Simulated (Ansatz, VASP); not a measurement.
**NbTe: VASP beside Ansatz**

The input INCAR:

```
PREC     = Accurate       # precision mode
ENCUT    = 520            # plane-wave cutoff, eV
EDIFF    = 1E-7           # SCF threshold, eV
ISMEAR   = -1             # smearing method
SIGMA    = 0.1            # smearing width, eV
LREAL    = False          # projectors in reciprocal space
LASPH    = True           # aspherical terms in the spheres
NELM     = 80             # most SCF steps
ALGO     = Normal         # electronic algorithm
ISIF     = 2              # what is computed and relaxed
LWAVE    = False          # write WAVECAR
LCHARG   = False          # write CHGCAR
GGA      = PS             # functional
NBANDS   = 16             # bands
```

KPOINTS

```
Automatic mesh
0
Gamma
  12 12 12
```

File POSCAR:

```
NbTe
1.0
    2.8548948428      0.0000000000      0.0000000000
    0.0000000000      2.8548948428      0.0000000000
    0.0000000000      0.0000000000      2.8548948428
Nb Te
1 1
Direct
    0.0000000000      0.0000000000      0.0000000000
    0.5000000000      0.5000000000      0.5000000000
```

Input for Ansatz:

```yaml
crystal:
  lattice:
    - [2.8548948428, 0.0, 0.0]
    - [0.0, 2.8548948428, 0.0]
    - [0.0, 0.0, 2.8548948428]
  atoms:
    - { symbol: Nb, position: [0.0, 0.0, 0.0] }
    - { symbol: Te, position: [0.5, 0.5, 0.5] }
kpoints:
  mp_grid: { grid: [12, 12, 12] }
scf:
  occupations: { method: fermi_dirac, width: 0.1 }
hamiltonian:
  xc: pbesol
  pseudopotentials: { kind: all_electron, lapw: { basis_error: 0.001 } }
output:
  forces: true
  stress: true
  eigenvalues: true
  populations: true
```

Change from the starting cell: volume scaled by 0.6, LAPW.

Alike in both runs: task single point; functional PBEsol; k mesh 12 × 12 × 12; occupations fermi-dirac, width 0.1 eV; no spin polarisation.

|  | VASP | Ansatz |
| --- | --- | --- |
| version | VASP 6.6.1 | Ansatz 0.2.0 |
| potentials or method | VASP PAW PBE potentials, release 64 (Nb_sv, Te), cutoff 520 eV | all-electron LAPW, scalar-relativistic |

|  | VASP | Ansatz | Ansatz less VASP |
| --- | --- | --- | --- |
| pressure (GPa) | 233.8 | 233.6 | -0.22 |

VASP's potentials were made for PBE, not for PBEsol. Both programs put the cell under a high pressure, so it lies far from rest at this level. Ansatz ran all-electron here, and VASP with PAW potentials.

Neither program's run includes spin-orbit coupling. Noted on VASP's run: the cell as given lies far from equilibrium.
